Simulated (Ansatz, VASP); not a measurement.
## BN in VASP and in Ansatz

```xyz
4
Lattice="2.5061 0.0000 0.0000 -1.2531 2.1704 0.0000 0.0000 0.0000 6.5924" Properties=species:S:1:pos:R:3 pbc="T T T"
B    -0.4332    0.0000    3.2962
B     0.4340    1.4469    0.0000
N     0.4319    0.0000    0.0000
N     0.8206    0.7235    3.2962
```

Change from the starting cell: mode 4 frozen in at -0.434 Å, normal strain along x +0.0000.

Alike in both runs: task single point; functional PBE; dispersion D3(BJ); k mesh 12 × 12 × 4; occupations methfessel-paxton of order 1, width 0.05 eV; no spin polarisation.

|  | VASP | Ansatz |
| --- | --- | --- |
| version | VASP 6.6.1 | Ansatz 0.2.0 |
| potentials or method | VASP PAW PBE potentials, release 64 (B, N), cutoff 520 eV | scalar-relativistic, plane waves, PAW |
| valence electrons in the cell | 16 | 16 |

Ansatz gave:

| Property | Result |
| --- | --- |
| gap on the k mesh at the Fermi level (eV) | 3.41 |
| least direct gap on the mesh (eV) | 3.75 |
| pressure (GPa) | 0.2 |
| traceless stress, the component that is largest in VASP (GPa) | 0.97 |
| rms of the force components (eV/Å) | 0.040 |

Problem. What did VASP give for the same quantities?

Solution. gap on the k mesh at the Fermi level (eV): 3.40; least direct gap on the mesh (eV): 3.75; pressure (GPa): 0.3; traceless stress, the component that is largest in VASP (GPa): 0.78; rms of the force components (eV/Å): 0.040.

Atom by atom the forces differ by 0.000 eV/Å (rms over components).
